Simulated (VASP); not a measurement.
**HfO2: single point with r2SCAN**

Crystal: HfO2.

```
Hf O
1.0
     0.00000    2.55750    2.55750
     2.55750    0.00000    2.55750
     2.55750    2.55750    0.00000
Hf O
1 2
Direct
  0.00000 0.00000 0.00000
  0.27540 0.27540 0.27540
  0.72460 0.72460 0.72460
```

This cell differs from its parent crystal: atoms displaced along a vibrational mode.

```json
{
  "Program": "VASP 6.6.1",
  "Task": "single point",
  "Functional": "r2SCAN",
  "Potentials or basis": "VASP PAW PBE potentials, release 64 (Hf_pv, O)",
  "Cutoff": "520 eV",
  "k mesh": "8 × 8 × 8",
  "Occupations": "gaussian, width 0.05 eV",
  "Spin": "no spin polarisation"
}
```

```
Pressure               : -3.5 GPa
Largest force          : 3.176 eV/Å
Band gap on the k mesh : 4.08 eV (least direct gap 4.51 eV)
```

Forces in eV/Å, atoms in the order of the input:
```
Hf   0.000  0.000  0.000
O   -1.834 -1.834 -1.834
O    1.834  1.834  1.834
```

Stress tensor (GPa, compression positive):
```
-3.55 -7.24 -7.24
-7.24 -3.55 -7.24
-7.24 -7.24 -3.55
```

Levels at points of the mesh, in eV from the valence-band top:
| k point | band 9 | band 10 | band 11 | band 12 | band 13 | band 14 |
| --- | --- | --- | --- | --- | --- | --- |
| (0.00, 0.00, 0.00) | -1.29 | -0.35 | -0.35 | 4.16 | 4.16 | 5.26 |
| (0.50, 0.00, 0.00) | -2.86 | -2.72 | -1.19 | 4.26 | 5.27 | 6.88 |
| (0.50, 0.50, 0.50) | -2.05 | -1.04 | -1.04 | 4.92 | 4.92 | 6.98 |
| (0.50, 0.50, 0.00) | -1.86 | -1.63 | 0.00 | 4.53 | 5.73 | 6.54 |

Wall time 2.5 min on 1 thread of AMD EPYC 9R45 96-Core Processor (Zen 5), with other jobs on the host, peak memory 0.16 GiB.

Caveat: the cell differs from its parent crystal (atoms displaced along a vibrational mode); the cell stands under tension; the PAW data sets were made with another functional, which shifts forces and pressure a little; spin-orbit coupling is left out, which moves the levels of the heavy elements. A k mesh can miss the band edges.
